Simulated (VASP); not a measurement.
# AlH4C16 in VASP: single point with LDA

Aim: the single point of AlH4C16 with LDA.

All numbers are computed with VASP 6.6.1; they aren't measurements. Logs are shortened: lines on timing, memory, paths and dates and some standing lists are left out, and cuts for length are marked.

## Step 1: The cell of the first run

The cell holds a slab with vacuum, 21 atoms: a = 5.049 Å, b = 5.049 Å, c = 14.676 Å, α = 90.00°, β = 90.00°, γ = 60.00°.

## Step 2: Single point, LDA, collinear spin

INCAR reads:

```
  PREC = Accurate
  ENCUT = 520
  EDIFF = 1E-7
  ISMEAR = -1
  SIGMA = 0.02
  LREAL = Auto
  LASPH = True
  NELM = 150
  ALGO = Normal
  ISIF = 2
  LWAVE = False
  LCHARG = False
  ISPIN = 2
  MAGMOM = 0 0 0 0 0 0 0 0 0 0 0 0 0 0 0 0 0 0 0 0.28 0
  LORBIT = 11
  NBANDS = 56
```

KPOINTS reads:

```
Automatic mesh
0
Gamma
  2 2 1
```

POSCAR reads:

```
AlH4C16
1.0
    5.0487420000      0.0000000000      0.0000000000
    2.5243710000      4.3723390000      0.0000000000
    0.0000000000      0.0000000000     14.6764260000
H C Al
4 16 1
Direct
    0.1666721879      0.1666613682      0.0681364795
    0.6666779319      0.1666613682      0.0681364795
    0.1666715721      0.6666683439      0.0681364795
    0.6666575092      0.6666683439      0.0681364795
    0.1666721879      0.1666613682      0.1430866071
    0.6666779319      0.1666613682      0.1430866071
    0.1666715721      0.6666683439      0.1430866071
    0.6666575092      0.6666683439      0.1430866071
   -0.1666613682      0.3333227364      0.1781973350
    0.3333443758      0.3333227364      0.1781973350
   -0.1666619840      0.8333297121      0.1781973350
    0.3333437600      0.8333297121      0.1781973350
   -0.1621751688      0.3396808893      0.2883603951
    0.3415203063      0.3347178707      0.2815126789
   -0.1541886997      0.8243871301      0.2917263372
    0.3489827210      0.8151243533      0.2855259175
    0.0126213019     -0.0157352849      0.3167119842
    0.5163431209     -0.0054204397      0.3193829342
    0.0133173576      0.4935344675      0.3171071758
    0.5086826976      0.4962789939      0.3073841002
    0.2022949190      0.1399022354      0.4121643784
```

Potentials or basis: VASP PAW LDA potentials, release 64 (H, C, Al).

Command:

```console
> cat potpaw_LDA.64/H/POTCAR potpaw_LDA.64/C/POTCAR potpaw_LDA.64/Al/POTCAR > POTCAR
> mpirun -np 1 vasp_std > vasp.out
```

OUTCAR:

```text
PREC = Accurate
   ENCUT = 520
   EDIFF = 1E-7
   ISMEAR = -1
   LREAL = Auto
   LASPH = True
   NELM = 150
   ISIF = 2
   ISPIN = 2
   LORBIT = 11

 ion  position               nearest neighbor table
   1  0.167  0.167  0.068-   5 1.10
   2  0.667  0.167  0.068-   6 1.10
   3  0.167  0.667  0.068-   7 1.10
   4  0.667  0.667  0.068-   8 1.10
   5  0.167  0.167  0.143-   1 1.10  12 1.55  10 1.55   9 1.55
   6  0.667  0.167  0.143-   2 1.10   9 1.55  11 1.55  10 1.55
   7  0.167  0.667  0.143-   3 1.10  11 1.55  12 1.55  10 1.55
   8  0.667  0.667  0.143-   4 1.10  12 1.55  11 1.55   9 1.55
   9  0.833  0.333  0.178-   6 1.55   5 1.55   8 1.55  13 1.62
  10  0.333  0.333  0.178-  14 1.52   6 1.55   5 1.55   7 1.55
  11  0.833  0.833  0.178-   6 1.55   7 1.55   8 1.55  15 1.67
  12  0.333  0.833  0.178-   8 1.55   5 1.55   7 1.55  16 1.58
  13  0.838  0.340  0.288-  20 1.47  19 1.50  17 1.61   9 1.62  21 2.42
  14  0.342  0.335  0.282-  20 1.49  10 1.52  19 1.53  18 1.59  21 2.41
  15  0.846  0.824  0.292-  17 1.47  19 1.49  18 1.50  11 1.67
  16  0.349  0.815  0.286-  20 1.43  17 1.54  12 1.58  18 1.60  21 2.34
  17  0.013  0.984  0.317-  15 1.47  16 1.54  13 1.61  21 2.06
  18  0.516  0.995  0.319-  15 1.50  14 1.59  16 1.60  21 1.93
  19  0.013  0.494  0.317-  15 1.49  13 1.50  14 1.53  21 2.08
  20  0.509  0.496  0.307-  16 1.43  13 1.47  14 1.49
  21  0.202  0.140  0.412-  18 1.93  17 2.06  19 2.08  16 2.34  14 2.41  13 2.42

  LATTYP: Found a hexagonal cell.
 ALAT       =     5.0487421480
 C/A-ratio  =     2.9069470315

  Lattice vectors:

 A1 = (  -2.5243710000,  -4.3723390000,   0.0000000000)
 A2 = (   5.0487420000,   0.0000000000,   0.0000000000)
 A3 = (   0.0000000000,   0.0000000000,  14.6764260000)

Analysis of symmetry for initial positions (statically):
=====================================================================
 Subroutine PRICEL returns:
 Original cell was already a primitive cell.

 Routine SETGRP: Setting up the symmetry group for a
 hexagonal supercell.

 Subroutine GETGRP returns: Found  1 space group operations
 (whereof  1 operations were pure point group operations)
 out of a pool of 24 trial point group operations.

The static configuration has the point symmetry C_1 .

Analysis of symmetry for dynamics (positions and initial velocities):
=====================================================================
 Subroutine PRICEL returns:
 Original cell was already a primitive cell.

 Routine SETGRP: Setting up the symmetry group for a
 hexagonal supercell.

 Subroutine GETGRP returns: Found  1 space group operations
 (whereof  1 operations were pure point group operations)
 out of a pool of 24 trial point group operations.

The dynamic configuration has the point symmetry C_1 .

Analysis of structural, dynamic, and magnetic symmetry:
=====================================================================
 Subroutine PRICEL returns:
 Original cell was already a primitive cell.

 Routine SETGRP: Setting up the symmetry group for a
 hexagonal supercell.

 Subroutine GETGRP returns: Found  1 space group operations
 (whereof  1 operations were pure point group operations)
 out of a pool of 24 trial point group operations.

The overall configuration has the point symmetry C_1 .

 Subroutine INISYM returns: Found  1 space group operations
 (whereof  1 operations are pure point group operations),
 and found     1 'primitive' translations

----------------------------------------------------------------------------------------

                                     Primitive cell

  volume of cell :     323.9793

  direct lattice vectors                    reciprocal lattice vectors
     5.048742000  0.000000000  0.000000000     0.198069143 -0.114355268  0.000000000
     2.524371000  4.372339000  0.000000000     0.000000000  0.228710537  0.000000000
     0.000000000  0.000000000 14.676426000     0.000000000  0.000000000  0.068136480

  length of vectors
     5.048742000  5.048742148 14.676426000     0.228710544  0.228710537  0.068136480

  position of ions in fractional coordinates (direct lattice)
     0.166672188  0.166661368  0.068136479
     0.666677932  0.166661368  0.068136479
     0.166671572  0.666668344  0.068136479
     0.666657509  0.666668344  0.068136479
     0.166672188  0.166661368  0.143086607
     0.666677932  0.166661368  0.143086607
[... 13 lines left out ...]
     0.508682698  0.496278994  0.307384100
     0.202294919  0.139902235  0.412164378
[... 64 lines left out ...]
   NGXF,Y,Z  is equivalent  to a cutoff of  26.34, 26.34, 25.37 a.u.
 SYSTEM =  unknown system
   PREC   = accura    normal or accurate (medium, high low for compatibility)
   ISTART =      0    job   : 0-new  1-cont  2-samecut
   ICHARG =      2    charge: 1-file 2-atom 10-const
   ISPIN  =      2    spin polarized calculation?
   LNONCOLLINEAR =      F non collinear calculations
   LSORBIT =      F    spin-orbit coupling
   LASPH  =      T    aspherical Exc in radial PAW
   ENCUT  =  520.0 eV  38.22 Ry    6.18 a.u.   9.39  9.39 27.29*2*pi/ulx,y,z
   NELM   =    150;   NELMIN=  2; NELMDL= -5     # of ELM steps
   EDIFF  = 0.1E-06   stopping-criterion for ELM
   LREAL  =      T    real-space projection
   EDIFFG = 0.1E-05   stopping-criterion for IOM
   NSW    =      0    number of steps for IOM
   IBRION =     -1    ionic relax: 0-MD 1-quasi-New 2-CG
   NFREE  =      0    steps in history (QN), initial steepest desc. (CG)
   ISIF   =      2    stress and relaxation
   ISYM   =      2    0-nonsym 1-usesym 2-fastsym
   POTIM  = 0.5000    time-step for ionic-motion
   TEBEG  =    0.0;   TEEND  =   0.0 temperature during run
   PSTRESS=    0.0 pullay stress
   NELECT =      71.0000    total number of electrons
   NUPDOWN=      -1.0000    fix difference up-down
   EMIN   =  10.00;   EMAX   =-10.00  energy-range for DOS
   EFERMI =   0.00;   METHOD = LEGACY
   ISMEAR =    -1;   SIGMA  =   0.02  broadening in eV -4-tet -1-fermi 0-gaus
   EFERMI_NEDOS =   21; number of points for ismear=-14 and -15
   IALGO  =     38    algorithm
   IMIX   =      4    mixing-type and parameters
     AMIX     =   0.40;   BMIX     =  1.00
     AMIX_MAG =   1.60;   BMIX_MAG =  1.00
  volume/ion in A,a.u.               =      15.43       104.11
  Fermi-wavevector in a.u.,A,eV,Ry     =   0.987011  1.865180 13.254660  0.974190
  Thomas-Fermi vector in A             =   2.118433
   LORBIT       =     11    0 simple, 1 ext, 2 COOP (PROOUT), +10 PAW based schemes
   GGA     = CA    functional components
   LHFCALC =     F    Hartree Fock is set to
   AEXX    =    0.0000 exact exchange contribution
   IVDW    =     0    specifies the selected vdW correction
   LEPSILON=     F    determine dielectric tensor
   LRPA    =     F    only Hartree local field effects (RPA)
 spin polarized calculation
  energy-cutoff  :      520.00
  volume of cell :      323.98
 maximum number of plane-waves:      8731
 NGX is ok and might be reduce to    40
   NGX = 19   NGY = 19   NGZ = 55

 number of electron      71.0000000 magnetization       0.5001499

 Free energy of the ion-electron system (eV)
  ---------------------------------------------------
  ext. energy  EPLUGINS =         0.00000000
  ---------------------------------------------------
  free energy    TOTEN  =      -173.45131325 eV

  energy without entropy =     -173.44487915  energy(sigma->0) =     -173.44809620

 E-fermi :   0.7847     XC(G=0):  -6.0535

 val. band max:        0.7647984573   @ k =   0.5000   0.0000   0.0000
 cond. band min:       0.8025281647   @ k =   0.0000   0.5000   0.0000
 fundamental gap:      0.0377297075
 Fermi energy:         0.7846701545

 spin component 1

 k-point     1 :       0.0000    0.0000    0.0000
  band No.  band energies     occupation
      1     -19.6177      1.00000
      2     -16.8716      1.00000
      3     -14.5302      1.00000
      4     -14.3429      1.00000
      5     -14.1888      1.00000
      6     -13.5258      1.00000
[... 189 lines left out ...]
     46       6.9008      0.00000
     47       7.2223      0.00000
 Fermi energy:         0.7846701545

 spin component 2

 k-point     1 :       0.0000    0.0000    0.0000
  band No.  band energies     occupation
      1     -19.5798      1.00000
      2     -16.8371      1.00000
      3     -14.4966      1.00000
      4     -14.3051      1.00000
      5     -14.1438      1.00000
      6     -13.4576      1.00000
[... 189 lines left out ...]
     46       6.9313      0.00000
     47       7.2796      0.00000
 [bands above 47 left out]

------------------------ aborting loop because EDIFF is reached ----------------------------------------

  FORCE on cell =-STRESS in cart. coord.  units (eV):
  Direction    XX          YY          ZZ          XY          YZ          ZX
  --------------------------------------------------------------------------------------
  -------------------------------------------------------------------------------------
  Total       -5.8092360     -6.2165679     -3.6770195     -0.5797651      2.5827006     -3.0250002
  in kB      -28.7284562    -30.7428375    -18.1839906     -2.8671165     12.7722478    -14.9595549
  external PRESSURE =     -25.8850948 kB  Pullay stress =       0.0000000 kB

 VOLUME and BASIS-vectors are now :
 -----------------------------------------------------------------------------
  energy-cutoff  :      520.00
  volume of cell :      323.98
      direct lattice vectors                 reciprocal lattice vectors
     5.048742000  0.000000000  0.000000000     0.198069143 -0.114355268  0.000000000
     2.524371000  4.372339000  0.000000000     0.000000000  0.228710537  0.000000000
     0.000000000  0.000000000 14.676426000     0.000000000  0.000000000  0.068136480

 POSITION                                       TOTAL-FORCE (eV/Angst)
 -----------------------------------------------------------------------------------
      1.26220      0.72870      1.00000         0.002828     -0.018059     -0.347276
      3.78660      0.72870      1.00000         0.048384     -0.010481     -0.338599
      2.52440      2.91490      1.00000         0.038213      0.007571     -0.335662
      5.04870      2.91490      1.00000         0.010760     -0.014414     -0.344925
      1.26220      0.72870      2.10000        -0.007148      0.005192      2.029840
      3.78660      0.72870      2.10000         0.055469     -0.156666      2.083498
[... 13 lines left out ...]
      3.82100      2.16990      4.51130         0.075944     -0.731850     -0.301969
      1.37450      0.61170      6.04910        -0.701449      0.547551      0.035195
 -----------------------------------------------------------------------------------
    total drift:                                0.006071     -0.000941     -0.016067

  FREE ENERGIE OF THE ION-ELECTRON SYSTEM (eV)
  ---------------------------------------------------
  free  energy   TOTEN  =      -173.4513132537 eV

  energy  without entropy=     -173.4448791486  energy(sigma->0) =     -173.44809620

 total charge

# of ion       s       p       d       tot
------------------------------------------
    1        0.633   0.044   0.000   0.677
    2        0.632   0.044   0.000   0.676
    3        0.632   0.044   0.000   0.676
    4        0.631   0.044   0.000   0.675
    5        0.825   1.763   0.000   2.589
    6        0.824   1.766   0.000   2.590
[... 13 lines left out ...]
   20        0.846   1.750   0.000   2.596
   21        0.489   0.328   0.000   0.817
--------------------------------------------------
tot         16.172  28.334   0.000  44.507

 magnetization (x)

# of ion       s       p       d       tot
------------------------------------------
    1        0.001   0.000   0.000   0.001
    2        0.002  -0.000   0.000   0.002
    3        0.001  -0.000   0.000   0.001
    4        0.001  -0.000   0.000   0.001
    5        0.001   0.007   0.000   0.008
    6       -0.000  -0.001   0.000  -0.001
[... 13 lines left out ...]
   20        0.012   0.172   0.000   0.184
   21        0.000   0.002   0.000   0.002
--------------------------------------------------
tot          0.026   0.233   0.000   0.259
```

Wall time 11 min (1 thread of Intel Xeon 8259CL, shared host); peak memory 0.41 GiB.

What came out:

```yaml
Free_energy: -173.4513 eV
Largest_force: 2.503 eV/Å
Net_moment: 0.50 μB per cell
Site_moments: H +0.00; C +0.01, -0.00, +0.02, +0.00, +0.18 (each value once); Al +0.00 μB
Valence_electrons_inside_the_program's_atomic_spheres: H 0.68; C 2.59, 2.52, 2.57, 2.51, 2.53, 2.55, 2.58, 2.60 (each value once); Al 0.82
```

Forces on the atoms (eV/Å):
```
H    0.003 -0.018 -0.347
H    0.048 -0.010 -0.339
H    0.038  0.008 -0.336
H    0.011 -0.014 -0.345
C   -0.007  0.005  2.030
C    0.055 -0.157  2.083
C   -0.145  0.109  1.887
C    0.142  0.059  2.006
C    0.182  0.012 -1.402
C    0.162 -0.192 -2.222
C    0.181 -0.237 -0.515
C    0.326 -0.243 -1.636
C   -0.383 -2.215 -1.100
C   -0.029 -1.196  1.210
C   -0.337  0.468 -0.590
C    0.177  2.358 -0.394
C    1.075  1.675  0.759
C   -0.702 -0.170 -1.000
C   -0.172 -0.056  0.517
C    0.076 -0.732 -0.302
Al  -0.701  0.548  0.035
```

Caveat: the k points lie up to 0.72 Å⁻¹ apart; there is no dipole correction, which matters where the two faces differ.
